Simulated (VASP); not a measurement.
Write the native input for VASP 6.6.1 that does the following.

- Task: single point
- Functional: PBE
- Potentials or basis: VASP PAW PBE potentials, release 64 (Cd, Si)
- Cutoff: 520 eV
- k mesh: 6 × 6 × 2
- Occupations: gaussian, width 0.1 eV
- Spin: no spin polarisation
- Dipole correction: no
- Further INCAR settings: ALGO = Normal; EDIFF = 1e-06; NBANDS = 29

The structure of CdSi2 lies in POSCAR:

```
CdSi2
1.0
    3.7433195019      0.0000000000      0.0000000000
   -1.8716597510      3.2418097832      0.0000000000
    0.0000000000      0.0000000000     10.4199826905
Cd Si
2 4
Direct
    0.3333333333      0.6666666667      0.2500000000
    0.6666666667      0.3333333333      0.7500000000
    0.3333333333      0.6666666667      0.9542936268
    0.6666666667      0.3333333333      0.0457063732
    0.6666666667      0.3333333333      0.4542936268
    0.3333333333      0.6666666667      0.5457063732
```

The cell was generated, and may not be a known phase.

These files were run (other wordings do the same):

INCAR

```
  PREC = Accurate
  ENCUT = 520
  EDIFF = 1E-6
  ISMEAR = 0
  SIGMA = 0.1
  LREAL = False
  LASPH = True
  NELM = 60
  ALGO = Normal
  ISIF = 2
  LWAVE = False
  LCHARG = False
  GGA = PE
  NBANDS = 29
```

KPOINTS

```
Automatic mesh
0
Gamma
  6 6 2
```

Potentials or basis: VASP PAW PBE potentials, release 64 (Cd, Si).

Command:

```sh
$ cat potpaw_PBE.64/Cd/POTCAR potpaw_PBE.64/Si/POTCAR > POTCAR
$ mpirun -np 1 vasp_std > vasp.out
```

Results of the run:

The pressure is 0.2 GPa and the largest force is 0.050 eV/Å. The band gap on the k mesh is zero (bands 20 and 21 overlap by 1.87 eV).

It took 50 s on 1 thread of Oxide Virtual Turin-like Processor (shared host), peak memory 0.21 GiB.
